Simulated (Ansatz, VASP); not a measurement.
One calculation of Ge, two programs

The input INCAR:

```
PREC = Accurate
ENCUT = 520
EDIFF = 1E-7
ISMEAR = 0
SIGMA = 0.1
LREAL = F
LASPH = T
NELM = 100
ALGO = Normal
ISIF = 2
LWAVE = F
LCHARG = T
LDIPOL = T
IDIPOL = 3
DIPOL = 0.5 0.5 0.377
GGA = PE
IVDW = 12
LELF = T
LVHAR = T
LVACPOTAV = T
NBANDS = 36
```

File KPOINTS:

```
Automatic mesh
0
Gamma
  9 9 1
```

File POSCAR:

```
Ge
1.0
    4.0226895311      0.0000000000      0.0000000000
   -2.0113447656      3.4837513255      0.0000000000
    0.0000000000      0.0000000000     18.8685220517
Ge
4
Direct
    0.3333333333      0.6666666667      0.2747571332
    0.6666666667      0.3333333333      0.2384924472
    0.6666666667      0.5555555556      0.5150653573
    0.3333333333      0.8888888889      0.4788006714
```

Input for Ansatz:

```yaml
crystal:
  lattice:
    - [4.0226895311, 0.0, 0.0]
    - [-2.0113447656, 3.4837513255, 0.0]
    - [0.0, 0.0, 18.8685220517]
  atoms:
    - { symbol: Ge, position: [0.3333333333, 0.6666666667, 0.2747571332] }
    - { symbol: Ge, position: [0.6666666667, 0.3333333333, 0.2384924472] }
    - { symbol: Ge, position: [0.6666666667, 0.5555555556, 0.5150653573] }
    - { symbol: Ge, position: [0.3333333333, 0.8888888889, 0.4788006714] }
basis:
  ecutwfc: 420
kpoints:
  mp_grid: { grid: [9, 9, 1] }
hamiltonian:
  xc: pbe
  pseudopotentials: { kind: paw, azcp: { folder: soft_1 } }
  dispersion: d3bj
scf:
  occupations: { method: gaussian, width: 0.1 }
output:
  forces: true
  eigenvalues: true
efield:
  axis: 3
  dipole_correction: true
  ramp_width: 0.04
```

Alike in both runs: task single point; functional PBE; dispersion D3(BJ); k mesh 9 × 9 × 1; occupations gaussian, width 0.1 eV; no spin polarisation.

|  | VASP | Ansatz |
| --- | --- | --- |
| version | VASP 6.6.1 | Ansatz 0.2.0 |
| potentials or method | VASP PAW PBE potentials, release 64 (Ge_d), cutoff 520 eV | scalar-relativistic, plane waves, PAW |
| valence electrons in the cell | 56 | 56 |

```csv
,VASP,Ansatz,Ansatz less VASP
gap on the k mesh at the Fermi level (eV),0.38,0.38,0.000
least direct gap on the mesh (eV),0.38,0.38,0.000
rms of the force components (eV/Å),0.072,0.072,+0.0002
```

Atom by atom the forces differ by 0.001 eV/Å (rms over components).
